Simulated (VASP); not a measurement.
Write the native input for VASP 6.6.1 that does the following.

```yaml
Task: single point
Functional: PBE
Potentials_or_basis: VASP PAW PBE potentials, release 64 (Cd)
Cutoff: 520 eV
k_mesh: 10 × 10 × 3
Occupations: methfessel-paxton, width 0.1 eV
Spin: no spin polarisation
Dipole_correction: no
Further_INCAR_settings: ALGO = Normal; EDIFF = 1e-06; NBANDS = 32
```

The structure of Cd lies in POSCAR:

```
Cd
1.0
    3.0930676400      0.0000000000      0.0000000000
   -1.5465338200      2.6786751500      0.0000000000
    0.0000000000      0.0000000000     10.4307369600
Cd
4
Direct
    0.0000000000      0.0000000000      0.0000000000
    0.3333333333      0.6666666667      0.2500000000
    0.0000000000      0.0000000000      0.5000000000
    0.6666666667      0.3333333333      0.7500000000
```

One way to write it, as run:

INCAR

```
PREC = Accurate ; ENCUT = 520
EDIFF = 1E-6 ; ISMEAR = 1
SIGMA = 0.1 ; LREAL = F
LASPH = T ; NELM = 60
ALGO = Normal ; ISIF = 2
LWAVE = F ; LCHARG = F
GGA = PE ; NBANDS = 32
```

KPOINTS

```
Automatic mesh
0
Gamma
  10 10 3
```

Potentials or basis: VASP PAW PBE potentials, release 64 (Cd).

Command:

```sh
$ cat potpaw_PBE.64/Cd/POTCAR > POTCAR
$ mpirun -np 1 vasp_std > vasp.out
```

It gave:

The pressure is 3.0 GPa and the band gap on the k mesh is zero (band 24 reaches 3.79 eV, above the bottom of band 25 at 1.22 eV).

Run time: 54 s on 1 thread of AMD EPYC 9R14 (Zen 4), on a shared host, peak memory 0.19 GiB.
